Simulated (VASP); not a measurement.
# Sb (P-1) in VASP: further runs, part 2 of 2

VASP 6.6.1. The steps go on from the part before.

## 3. Electric field gradients, LDA (equal xy, yz and zx shear strains of +2 %)

Contents of INCAR:

```
SYSTEM = Sb
ALGO     = Normal         ! electronic algorithm
EDIFF    = 1E-8           ! SCF threshold, eV
ENCUT    = 520            ! plane-wave cutoff, eV
ISIF     = 2              ! what is computed and relaxed
ISMEAR   = -1             ! smearing method
LASPH    = .TRUE.         ! aspherical terms in the spheres
LCHARG   = .FALSE.        ! write CHGCAR
LEFG     = .TRUE.       
LREAL    = .FALSE.        ! projectors in reciprocal space
LWAVE    = .FALSE.        ! write WAVECAR
NBANDS   = 12             ! bands
NELM     = 100            ! most SCF steps
PREC     = Accurate       ! precision mode
SIGMA    = 0.03           ! smearing width, eV
```

Contents of KPOINTS:

```
k-points
0
G
  12 12 7
  0 0 0
```

Contents of POSCAR:

```
Sb
1.0
    3.3690001795      0.0336900018      0.0336900018
   -1.6553236924      2.9007947399      0.0123313965
    0.0533000000      0.0533000000      5.3300000000
Sb
2
Direct
    0.3333333333      0.6666666667      0.2500000000
    0.6666666667      0.3333333333      0.7500000000
```

Potentials or basis: VASP PAW LDA potentials, release 64 (Sb).

The run is started by

```
cat potpaw_LDA.64/Sb/POTCAR > POTCAR
mpirun -np 1 vasp_std > vasp.out
```

OUTCAR:

```text
SYSTEM = Sb
   EDIFF = 1E-8
   ENCUT = 520
   ISIF = 2
   ISMEAR = -1
   LASPH = .TRUE.
   LREAL = .FALSE.
   NELM = 100
   PREC = Accurate

 ion  position               nearest neighbor table
   1  0.333  0.667  0.250-   2 3.27   2 3.27   2 3.28   2 3.30   2 3.33   2 3.35
   2  0.667  0.333  0.750-   1 3.27   1 3.27   1 3.28   1 3.30   1 3.33   1 3.35

  LATTYP: Found a triclinic cell.
 ALAT       =     3.3985299426
 B/A-ratio  =     2.3022959729
 C/A-ratio  =     0.9914101448
 COS(alpha) =     0.0012978725
 COS(beta)  =     0.5129592076
 COS(gamma) =     0.6292672791

  Lattice vectors:

 A1 = (  -1.7136764871,  -2.9344847417,  -0.0460213983)
 A2 = (  -0.0050527947,  -5.7819794816,   5.2716472052)
 A3 = (  -3.3690001795,  -0.0336900018,  -0.0336900018)

Analysis of symmetry for initial positions (statically):
=====================================================================
 Subroutine PRICEL returns:
 Original cell was already a primitive cell.

 Routine SETGRP: Setting up the symmetry group for a
 triclinic supercell.

 Subroutine GETGRP returns: Found  2 space group operations
 (whereof  2 operations were pure point group operations)
 out of a pool of  2 trial point group operations.

The static configuration has the point symmetry S_2 .

Analysis of symmetry for dynamics (positions and initial velocities):
=====================================================================
 Subroutine PRICEL returns:
 Original cell was already a primitive cell.

 Routine SETGRP: Setting up the symmetry group for a
 triclinic supercell.

 Subroutine GETGRP returns: Found  2 space group operations
[... 506 lines left out ...]
      2       1.1042      2.00000
      3       4.6475      2.00000
      4       6.0551      2.00000
      5       6.3823      2.00000
      6       7.6801      2.00000
      7       9.4254      0.00000
      8      10.4912      0.00000
      9      14.0033      0.00000
     10      16.3710      0.00000
     11      20.1264      0.00000
     12      20.1895      0.00000

 [... further k-points ...]

------------------------ aborting loop because EDIFF is reached ----------------------------------------

  FORCE on cell =-STRESS in cart. coord.  units (eV):
  Direction    XX          YY          ZZ          XY          YZ          ZX
  --------------------------------------------------------------------------------------
  -------------------------------------------------------------------------------------
  Total       -0.2730602     -0.2495402     -0.7061166      0.0984384     -0.0386474     -0.0459458
  in kB       -8.3529227     -7.6334447    -21.6001394      3.0112352     -1.1822253     -1.4054847
  external PRESSURE =     -12.5288356 kB  Pullay stress =       0.0000000 kB

 VOLUME and BASIS-vectors are now :
 -----------------------------------------------------------------------------
  energy-cutoff  :      520.00
  volume of cell :       52.38
      direct lattice vectors                 reciprocal lattice vectors
     3.369000179  0.033690002  0.033690002     0.295185674  0.168465906 -0.004636516
    -1.655323692  2.900794740  0.012331396    -0.003394165  0.342810678 -0.003394165
     0.053300000  0.053300000  5.330000000    -0.001857965 -0.001857965  0.187654420

 POSITION                                       TOTAL-FORCE (eV/Angst)
 -----------------------------------------------------------------------------------
      0.03278      1.95842      1.35195        -0.025940     -0.005569     -0.008634
      1.73420      1.02937      4.02407         0.025940      0.005569      0.008634
 -----------------------------------------------------------------------------------
    total drift:                                0.000000     -0.000000     -0.000000

  FREE ENERGIE OF THE ION-ELECTRON SYSTEM (eV)
  ---------------------------------------------------
  free  energy   TOTEN  =        -9.1471751008 eV

  energy  without entropy=       -9.1431456288  energy(sigma->0) =       -9.14516036

 Electric field gradients (V/A^2)
---------------------------------------------------------------------
 ion       V_xx      V_yy      V_zz      V_xy      V_xz      V_yz
---------------------------------------------------------------------
   1     -12.010   -12.254    24.264    -6.832    -0.468    -0.313
   2     -12.010   -12.254    24.264    -6.832    -0.468    -0.313
---------------------------------------------------------------------

 Electric field gradients after diagonalization (V/A^2)
 (convention: |V_zz| > |V_xx| > |V_yy|)
----------------------------------------------------------------------
 ion       V_xx      V_yy      V_zz     asymmetry (V_yy - V_xx)/ V_zz
----------------------------------------------------------------------
   1     -18.972    -5.300    24.272       0.563
   2     -18.972    -5.300    24.272       0.563
----------------------------------------------------------------------

           NMR quadrupolar parameters

 Cq : quadrupolar parameter    Cq=e*Q*V_zz/h
 eta: asymmetry parameters     (V_yy - V_xx)/ V_zz
 Q  : nuclear electric quadrupole moment in mb (millibarn)
----------------------------------------------------------------------
 ion       Cq(MHz)       eta       Q (mb)
----------------------------------------------------------------------
   1       0.059       0.563       1.000
   2       0.059       0.563       1.000
----------------------------------------------------------------------
```

OSZICAR:

```text
N       E                     dE             d eps       ncg     rms          rms(c)
DAV:   1     0.348056338194E+02    0.34806E+02   -0.35577E+03 12144   0.663E+02
DAV:   2    -0.732431938376E+01   -0.42130E+02   -0.40924E+02 16704   0.111E+02
DAV:   3    -0.914687467393E+01   -0.18226E+01   -0.17999E+01 15020   0.258E+01
DAV:   4    -0.916136794002E+01   -0.14493E-01   -0.14487E-01 13708   0.279E+00
DAV:   5    -0.916152876952E+01   -0.16083E-03   -0.16083E-03 14580   0.321E-01    0.266E+00
DAV:   6    -0.915220124615E+01    0.93275E-02   -0.35536E-03 13424   0.266E-01    0.152E+00
DAV:   7    -0.914719797151E+01    0.50033E-02   -0.64546E-03 12636   0.360E-01    0.290E-02
DAV:   8    -0.914717605606E+01    0.21915E-04   -0.78453E-05 14872   0.626E-02    0.155E-02
DAV:   9    -0.914717561650E+01    0.43956E-06   -0.17408E-06 13428   0.962E-03    0.391E-03
DAV:  10    -0.914717511893E+01    0.49757E-06   -0.50402E-07 13620   0.348E-03    0.315E-03
DAV:  11    -0.914717510159E+01    0.17345E-07   -0.11745E-08 10780   0.744E-04    0.350E-04
DAV:  12    -0.914717510081E+01    0.77836E-09   -0.18618E-09  7868   0.305E-04
   1 F= -.91471751E+01 E0= -.91451604E+01  d E =-.402947E-02
```

stdout:

```text
POSCAR found type information on POSCAR Sb
 POSCAR found :  1 types and       2 ions
 scaLAPACK will be used
 LDA part: xc-table for (Slater(with rela. corr.)+CA(PZ))
 , standard interpolation
 POSCAR, INCAR and KPOINTS ok, starting setup
 FFT: planning ... GRIDC
 FFT: planning ... GRID_SOFT
 FFT: planning ... GRID
 WAVECAR not read
 entering main loop
ion   1
     0.0000576    -0.0041002    -0.0303598    -0.0125989    -0.0297049    -0.0011497
     0.0000793    -0.0041002    -0.0303598    -0.0125989    -0.0297049    -0.0011497
     0.0001092    -0.0041002    -0.0303598    -0.0125989    -0.0297049    -0.0011497
     0.0001504    -0.0041002    -0.0303598    -0.0125989    -0.0297049    -0.0011497

     0.0000576     6.2362437     0.2547554   -19.1597821     0.3956086    -0.1161914
     0.0000793     6.2355456     0.2547028   -19.1577789     0.3955405    -0.1161724
     0.0001092     6.2344381     0.2546188   -19.1546067     0.3954321    -0.1161416
     0.0001504     6.2326887     0.2544854   -19.1496048     0.3952601    -0.1160921

ion   2
     0.0000576    -0.0041002    -0.0303598    -0.0125989    -0.0297049    -0.0011497
     0.0000793    -0.0041002    -0.0303598    -0.0125989    -0.0297049    -0.0011497
     0.0001092    -0.0041002    -0.0303598    -0.0125989    -0.0297049    -0.0011497
     0.0001504    -0.0041002    -0.0303598    -0.0125989    -0.0297049    -0.0011497

     0.0000576     6.2362437     0.2547554   -19.1597821     0.3956086    -0.1161914
     0.0000793     6.2355456     0.2547028   -19.1577789     0.3955405    -0.1161724
     0.0001092     6.2344381     0.2546188   -19.1546067     0.3954321    -0.1161416
     0.0001504     6.2326887     0.2544854   -19.1496048     0.3952601    -0.1160921
```

Wall time 3.5 min (1 thread of Oxide Virtual Turin-like, shared host); peak memory 0.34 GiB.

Results:

```yaml
Free_energy: -9.1472 eV
Pressure: -1.3 GPa
Largest_force: 0.028 eV/Å
Band_gap_on_the_k_mesh: zero (bands 5 and 6 overlap by 6.71 eV)
Largest_electric_field_gradient_by_atom: Sb +24.3 V/Å²
```

Forces on the atoms (eV/Å):
```
Sb  -0.026 -0.006 -0.009
Sb   0.026  0.006  0.009
```

Levels at points of the mesh, in eV from the Fermi level:
| k point | band 2 | band 3 | band 4 | band 5 | band 6 | band 7 | band 8 | band 9 |
| --- | --- | --- | --- | --- | --- | --- | --- | --- |
| (0.00, 0.00, 0.00) | -9.00 | -5.95 | 3.13 | 3.36 | 4.88 | 5.15 | 5.94 | 7.38 |
| (0.50, 0.00, 0.00) | -8.32 | -4.31 | -3.02 | -2.42 | -0.20 | 0.28 | 3.91 | 4.42 |
| (0.00, 0.50, 0.00) | -8.27 | -4.28 | -2.97 | -2.37 | -0.18 | 0.08 | 3.69 | 4.25 |
| (0.50, 0.50, 0.00) | -8.21 | -4.25 | -2.91 | -2.32 | -0.17 | -0.11 | 3.47 | 4.09 |

Electric field gradients, principal values (V/Å²):
| atom | least | middle | greatest (by size) |
| --- | --- | --- | --- |
| 1 Sb | -5.300 | -18.972 | 24.272 |
| 2 Sb | -5.300 | -18.972 | 24.272 |

Caveat: the cell differs from its parent crystal (equal xy, yz and zx shear strains of +2 %); without QUAD_EFG the Cq values of the log hold for a quadrupole moment of 1 mb, not for the nuclei; spin-orbit coupling is left out, which moves the levels of the heavy elements.
